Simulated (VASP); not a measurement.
The system is MnSb.

```
Mn Sb
1.0
     0.00000    2.90262    2.90262
     2.90262    0.00000    2.90262
     2.90262    2.90262    0.00000
Mn Sb
1 1
Direct
  0.00000 0.00000 0.00000
  0.50000 0.50000 0.50000
```

This cell differs from its parent crystal: volume scaled by 1.12.

Base run:

* Program: VASP 6.6.1
* Functional: PBE
* Potentials or basis: VASP PAW PBE potentials, release 64 (Mn_pv, Sb)
* Cutoff: 520 eV
* k mesh: 12 × 12 × 12
* Occupations: fermi-dirac, width 0.08 eV
* Spin: no spin polarisation

Its results: band gap on the k mesh zero (filled and empty bands touch); pressure -16.6 GPa.

Q: The run is repeated on the same cell with these changes: spin from no spin polarisation to collinear spin, ferromagnetic start; further incar settings from ALGO = Normal; EDIFF = 1e-06; NBANDS = 16 to ALGO = Normal; EDIFF = 1e-06; NBANDS = 20. What comes out?

A: Band gap on the k mesh zero (filled and empty bands overlap); pressure -5.8 GPa; net moment 3.97 μB per cell; site moments Mn +3.93; Sb -0.13 μB.

Caveats: spin-orbit coupling is left out, which moves the levels of the heavy elements; a cell with one magnetic atom can't hold antiferromagnetic order, which such compounds often take (some runs).
